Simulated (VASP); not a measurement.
# NClO (Pnma) in VASP: single point with PBEsol

Aim: the single point of NClO with PBEsol.

All numbers are computed with VASP 6.6.1; they aren't measurements. Logs are shortened: lines on timing, memory, paths and dates and some standing lists are left out, and cuts for length are marked.

### Step 1. The cell of the first run

Symmetry: Pnma, No. 62, orthorhombic system. Conventional cell: a = 12.175 Å, b = 4.743 Å, c = 4.125 Å, α = 90.00°, β = 90.00°, γ = 90.00°. Within 1.5 Å of N (site symmetry m) lie 1 O at 1.12 Å. Cl (site symmetry m) has 3 N at 2.31 to 2.68 Å and 1 O at 2.91 Å within 3.0 Å. O (site symmetry m) has 1 N at 1.12 Å within 1.5 Å.

### Step 2. Single point, PBEsol

INCAR

```
  PREC = Accurate
  ENCUT = 600
  EDIFF = 1E-6
  ISMEAR = -1
  SIGMA = 0.03
  LREAL = F
  LASPH = T
  NELM = 120
  ALGO = Normal
  ISIF = 2
  LWAVE = F
  LCHARG = F
  GGA = PS
  NBANDS = 48
  GGA_COMPAT = F
```

KPOINTS

```
regular mesh
0
Gamma
  2 4 6
```

POSCAR

```
NClO
1.0
   12.1753134618      0.0000000000      0.0000000000
    0.0000000000      4.7432642630      0.0000000000
    0.0000000000      0.0000000000      4.1249029377
N Cl O
4 4 4
Direct
    0.6611693477      0.2500000000      0.7671474402
    0.8388306523      0.7500000000      0.2671474402
    0.3388306523      0.7500000000      0.2328525598
    0.1611693477      0.2500000000      0.7328525598
    0.8385531687      0.2500000000      0.5711601860
    0.6614468313      0.7500000000      0.0711601860
    0.1614468313      0.7500000000      0.4288398140
    0.3385531687      0.2500000000      0.9288398140
    0.5994183247      0.2500000000      0.5673451445
    0.9005816753      0.7500000000      1.0673451445
    0.4005816753      0.7500000000      0.4326548555
    0.0994183247      0.2500000000     -0.0673451445
```

Potentials or basis: VASP PAW PBE potentials, release 64 (N, Cl, O).

The run is started by

```
cat potpaw_PBE.64/N/POTCAR potpaw_PBE.64/Cl/POTCAR potpaw_PBE.64/O/POTCAR > POTCAR
mpirun -np 1 vasp_std > vasp.out
```

OUTCAR:

```text
PREC = Accurate
   ENCUT = 600
   EDIFF = 1E-6
   ISMEAR = -1
   LREAL = F
   LASPH = T
   NELM = 120
   ISIF = 2
   GGA = PS

 ion  position               nearest neighbor table
   1  0.661  0.250  0.767-   9 1.12
   2  0.839  0.750  0.267-  10 1.12
   3  0.339  0.750  0.233-  11 1.12
   4  0.161  0.250  0.733-  12 1.12
   5  0.839  0.250  0.571-
   6  0.661  0.750  0.071-
   7  0.161  0.750  0.429-
   8  0.339  0.250  0.929-
   9  0.599  0.250  0.567-   1 1.12
  10  0.901  0.750  0.067-   2 1.12
  11  0.401  0.750  0.433-   3 1.12
  12  0.099  0.250  0.933-   4 1.12

  LATTYP: Found a simple orthorhombic cell.
 ALAT       =     4.1249029377
 B/A-ratio  =     1.1499093032
 C/A-ratio  =     2.9516605956

  Lattice vectors:

 A1 = (   0.0000000000,   0.0000000000,  -4.1249029377)
 A2 = (   0.0000000000,   4.7432642630,   0.0000000000)
 A3 = (  12.1753134618,   0.0000000000,   0.0000000000)

Analysis of symmetry for initial positions (statically):
=====================================================================
 Subroutine PRICEL returns:
 Original cell was already a primitive cell.

 Routine SETGRP: Setting up the symmetry group for a
 simple orthorhombic supercell.

 Subroutine GETGRP returns: Found  8 space group operations
 (whereof  2 operations were pure point group operations)
 out of a pool of  8 trial point group operations.

The static configuration has the point symmetry S_2 .
 The point group associated with its full space group is D_2h.

Analysis of symmetry for dynamics (positions and initial velocities):
=====================================================================
 Subroutine PRICEL returns:
 Original cell was already a primitive cell.

 Routine SETGRP: Setting up the symmetry group for a
 simple orthorhombic supercell.

 Subroutine GETGRP returns: Found  8 space group operations
 (whereof  2 operations were pure point group operations)
 out of a pool of  8 trial point group operations.

The dynamic configuration has the point symmetry S_2 .
 The point group associated with its full space group is D_2h.

 Subroutine INISYM returns: Found  8 space group operations
 (whereof  2 operations are pure point group operations),
 and found     1 'primitive' translations

----------------------------------------------------------------------------------------

                                     Primitive cell

  volume of cell :     238.2162

  direct lattice vectors                    reciprocal lattice vectors
    12.175313462  0.000000000  0.000000000     0.082133409  0.000000000  0.000000000
     0.000000000  4.743264263  0.000000000     0.000000000  0.210825277  0.000000000
     0.000000000  0.000000000  4.124902938     0.000000000  0.000000000  0.242429947

  length of vectors
    12.175313462  4.743264263  4.124902938     0.082133409  0.210825277  0.242429947

  position of ions in fractional coordinates (direct lattice)
     0.661169348  0.250000000  0.767147440
     0.838830652  0.750000000  0.267147440
     0.338830652  0.750000000  0.232852560
     0.161169348  0.250000000  0.732852560
     0.838553169  0.250000000  0.571160186
     0.661446831  0.750000000  0.071160186
     0.161446831  0.750000000  0.428839814
     0.338553169  0.250000000  0.928839814
     0.599418325  0.250000000  0.567345145
     0.900581675  0.750000000  0.067345145
     0.400581675  0.750000000  0.432654855
     0.099418325  0.250000000  0.932654855

  ion indices of the primitive-cell ions
   primitive index   ion index
                 1           1
                 2           2
                 3           3
                 4           4
                 5           5
                 6           6
                 7           7
                 8           8
                 9           9
                10          10
                11          11
                12          12

----------------------------------------------------------------------------------------

 KPOINTS: regular mesh

Automatic generation of k-mesh.
 Grid dimensions read from file:
 generate k-points for:    2    4    6

 Generating k-lattice:

  Cartesian coordinates                     Fractional coordinates (reciprocal lattice)
     0.041066704  0.000000000  0.000000000     0.500000000  0.000000000  0.000000000
     0.000000000  0.052706319  0.000000000     0.000000000  0.250000000  0.000000000
     0.000000000  0.000000000  0.040404991     0.000000000  0.000000000  0.166666667

  Length of vectors
     0.041066704  0.052706319  0.040404991

  Shift w.r.t. Gamma in fractional coordinates (k-lattice)
     0.000000000  0.000000000  0.000000000

 Subroutine IBZKPT returns following result:
 ===========================================

 Found     24 irreducible k-points:

 Following reciprocal coordinates:
            Coordinates               Weight
  0.000000  0.000000  0.000000      1.000000
  0.500000  0.000000  0.000000      1.000000
  0.000000  0.250000  0.000000      2.000000
  0.500000  0.250000  0.000000      2.000000
  0.000000  0.500000  0.000000      1.000000
  0.500000  0.500000  0.000000      1.000000
[... 16 lines left out ...]
  0.000000  0.500000  0.500000      1.000000
  0.500000  0.500000  0.500000      1.000000
   k-points           NKPTS =     24   k-points in BZ     NKDIM =     24   number of bands    NBANDS=     48
   number of dos      NEDOS =    301   number of ions     NIONS =     12
   total plane-waves  NPLWV = 141120
   dimension x,y,z NGX =    98 NGY =   40 NGZ =   36
   dimension x,y,z NGXF=   196 NGYF=   80 NGZF=   72
   ions per type =               4   4   4
   NGX,Y,Z   is equivalent  to a cutoff of  13.38, 14.02, 14.51 a.u.
   NGXF,Y,Z  is equivalent  to a cutoff of  26.76, 28.04, 29.02 a.u.
 SYSTEM =  unknown system
   PREC   = accura    normal or accurate (medium, high low for compatibility)
   ISTART =      0    job   : 0-new  1-cont  2-samecut
   ICHARG =      2    charge: 1-file 2-atom 10-const
   ISPIN  =      1    spin polarized calculation?
   LNONCOLLINEAR =      F non collinear calculations
   LSORBIT =      F    spin-orbit coupling
   LASPH  =      T    aspherical Exc in radial PAW
   ENCUT  =  600.0 eV  44.10 Ry    6.64 a.u.  24.32  9.47  8.24*2*pi/ulx,y,z
   NELM   =    120;   NELMIN=  2; NELMDL= -5     # of ELM steps
   EDIFF  = 0.1E-05   stopping-criterion for ELM
   LREAL  =      F    real-space projection
   EDIFFG = 0.1E-04   stopping-criterion for IOM
   NSW    =      0    number of steps for IOM
   IBRION =     -1    ionic relax: 0-MD 1-quasi-New 2-CG
   NFREE  =      0    steps in history (QN), initial steepest desc. (CG)
   ISIF   =      2    stress and relaxation
   ISYM   =      2    0-nonsym 1-usesym 2-fastsym
   POTIM  = 0.5000    time-step for ionic-motion
   TEBEG  =    0.0;   TEEND  =   0.0 temperature during run
   PSTRESS=    0.0 pullay stress
   NELECT =      72.0000    total number of electrons
   NUPDOWN=      -1.0000    fix difference up-down
   EMIN   =  10.00;   EMAX   =-10.00  energy-range for DOS
   EFERMI =   0.00;   METHOD = LEGACY
   ISMEAR =    -1;   SIGMA  =   0.03  broadening in eV -4-tet -1-fermi 0-gaus
   EFERMI_NEDOS =   21; number of points for ismear=-14 and -15
   IALGO  =     38    algorithm
   IMIX   =      4    mixing-type and parameters
     AMIX     =   0.40;   BMIX     =  1.00
     AMIX_MAG =   1.60;   BMIX_MAG =  1.00
  volume/ion in A,a.u.               =      19.85       133.96
  Fermi-wavevector in a.u.,A,eV,Ry     =   1.098656  2.076160 16.422859  1.207046
  Thomas-Fermi vector in A             =   2.235038
   LORBIT       =      0    0 simple, 1 ext, 2 COOP (PROOUT), +10 PAW based schemes
   GGA     = PS    functional components
   LHFCALC =     F    Hartree Fock is set to
   AEXX    =    0.0000 exact exchange contribution
   IVDW    =     0    specifies the selected vdW correction
   LEPSILON=     F    determine dielectric tensor
   LRPA    =     F    only Hartree local field effects (RPA)
 non-spin polarized calculation
  energy-cutoff  :      600.00
  volume of cell :      238.22
 maximum number of plane-waves:      7996
 NGX is ok and might be reduce to    98
   NGX = 49   NGY = 19   NGZ = 17

 number of electron      72.0000014 magnetization

 Free energy of the ion-electron system (eV)
  ---------------------------------------------------
  ext. energy  EPLUGINS =         0.00000000
  ---------------------------------------------------
  free energy    TOTEN  =       -62.83121207 eV

  energy without entropy =      -62.83121207  energy(sigma->0) =      -62.83121207

 E-fermi :  -0.3256     XC(G=0):  -8.0028

 val. band max:       -1.1195459689   @ k =   0.0000   0.5000   0.5000
 cond. band min:       0.7956571050   @ k =   0.0000   0.0000   0.0000
 fundamental gap:      1.9152030739
 Fermi energy:        -0.3256031908

 k-point     1 :       0.0000    0.0000    0.0000
  band No.  band energies     occupation
      1     -28.1281      2.00000
      2     -28.1206      2.00000
      3     -28.1194      2.00000
      4     -28.1121      2.00000
      5     -14.3411      2.00000
      6     -14.3253      2.00000
[... 40 lines left out ...]
     47       7.5675      0.00000
     48       7.6380      0.00000

 k-point     2 :       0.5000    0.0000    0.0000
  band No.  band energies     occupation
      1     -28.1258      2.00000
      2     -28.1258      2.00000
      3     -28.1144      2.00000
      4     -28.1144      2.00000
      5     -14.3332      2.00000
      6     -14.3332      2.00000
[... 1114 lines left out ...]
 k-point    24 :       0.5000    0.5000    0.5000
  band No.  band energies     occupation
      1     -28.1130      2.00000
      2     -28.1130      2.00000
      3     -28.1130      2.00000
      4     -28.1130      2.00000
      5     -13.9916      2.00000
      6     -13.9916      2.00000
[... 40 lines left out ...]
     47       8.2702      0.00000
     48       8.2702      0.00000

------------------------ aborting loop because EDIFF is reached ----------------------------------------

  FORCE on cell =-STRESS in cart. coord.  units (eV):
  Direction    XX          YY          ZZ          XY          YZ          ZX
  --------------------------------------------------------------------------------------
  -------------------------------------------------------------------------------------
  Total        4.0074291     -0.3250598      4.9022710      0.0000000     -0.0000000      0.0000000
  in kB       26.9528826     -2.1862640     32.9713470      0.0000000     -0.0000000      0.0000000
  external PRESSURE =      19.2459886 kB  Pullay stress =       0.0000000 kB

 VOLUME and BASIS-vectors are now :
 -----------------------------------------------------------------------------
  energy-cutoff  :      600.00
  volume of cell :      238.22
      direct lattice vectors                 reciprocal lattice vectors
    12.175313462  0.000000000  0.000000000     0.082133409  0.000000000  0.000000000
     0.000000000  4.743264263  0.000000000     0.000000000  0.210825277  0.000000000
     0.000000000  0.000000000  4.124902938     0.000000000  0.000000000  0.242429947

 POSITION                                       TOTAL-FORCE (eV/Angst)
 -----------------------------------------------------------------------------------
      8.04994      1.18582      3.16441         1.486054      0.000000      1.607412
     10.21303      3.55745      1.10196        -1.486054     -0.000000      1.607412
      4.12537      3.55745      0.96049        -1.486054      0.000000     -1.607412
      1.96229      1.18582      3.02295         1.486054     -0.000000     -1.607412
     10.20965      1.18582      2.35598        -0.010756     -0.000000      0.004602
      8.05332      3.55745      0.29353         0.010756      0.000000      0.004602
      1.96567      3.55745      1.76892         0.010756      0.000000     -0.004602
      4.12199      1.18582      3.83137        -0.010756     -0.000000     -0.004602
      7.29811      1.18582      2.34024        -1.478437     -0.000000     -1.612589
     10.96486      3.55745      0.27779         1.478437     -0.000000     -1.612589
      4.87721      3.55745      1.78466         1.478437      0.000000      1.612589
      1.21045      1.18582      3.84711        -1.478437     -0.000000      1.612589
 -----------------------------------------------------------------------------------
    total drift:                                0.000000      0.000000     -0.000000

  FREE ENERGIE OF THE ION-ELECTRON SYSTEM (eV)
  ---------------------------------------------------
  free  energy   TOTEN  =       -62.8312120654 eV

  energy  without entropy=      -62.8312120654  energy(sigma->0) =      -62.83121207
```

Wall time 8.5 min (1 thread of Intel Xeon 8259CL, shared host); peak memory 0.54 GiB.

What came out:

- Free energy: -62.8312 eV
- Pressure: 1.9 GPa
- Largest force: 2.189 eV/Å
- Band gap on the k mesh: 1.92 eV (least direct gap 1.94 eV)

Forces on the atoms (eV/Å):
```
N    1.486  0.000  1.607
N   -1.486  0.000  1.607
N   -1.486  0.000 -1.607
N    1.486  0.000 -1.607
Cl  -0.011  0.000  0.005
Cl   0.011  0.000  0.005
Cl   0.011  0.000 -0.005
Cl  -0.011  0.000 -0.005
O   -1.478  0.000 -1.613
O    1.478  0.000 -1.613
O    1.478  0.000  1.613
O   -1.478  0.000  1.613
```

Stress tensor (GPa, compression positive):
```
 2.70  0.00  0.00
 0.00 -0.22  0.00
 0.00  0.00  3.30
```

Levels at points of the mesh, in eV from the valence-band top:
```
           k point  band 34  band 35  band 36  band 37  band 38  band 39
(0.00, 0.00, 0.00)    -0.39    -0.18    -0.18     1.92     2.10     2.33
(0.50, 0.00, 0.00)    -0.44    -0.17    -0.17     1.99     1.99     2.36
(0.00, 0.50, 0.00)    -0.06    -0.01    -0.01     2.28     2.28     2.29
(0.50, 0.50, 0.00)    -0.03    -0.03    -0.03     2.28     2.28     2.28
(0.00, 0.00, 0.50)    -0.82    -0.58    -0.58     2.60     2.60     2.69
(0.50, 0.00, 0.50)    -0.78    -0.62    -0.62     2.61     2.61     2.70
(0.00, 0.50, 0.50)    -0.12     0.00     0.00     1.94     1.94     1.99
(0.50, 0.50, 0.50)    -0.07    -0.07    -0.07     1.97     1.97     1.97
```

Caveat: the standard files for N, O and F lose accuracy on very short bonds; the PAW data sets were made with another functional, which shifts forces and pressure a little. A k mesh can miss the band edges.
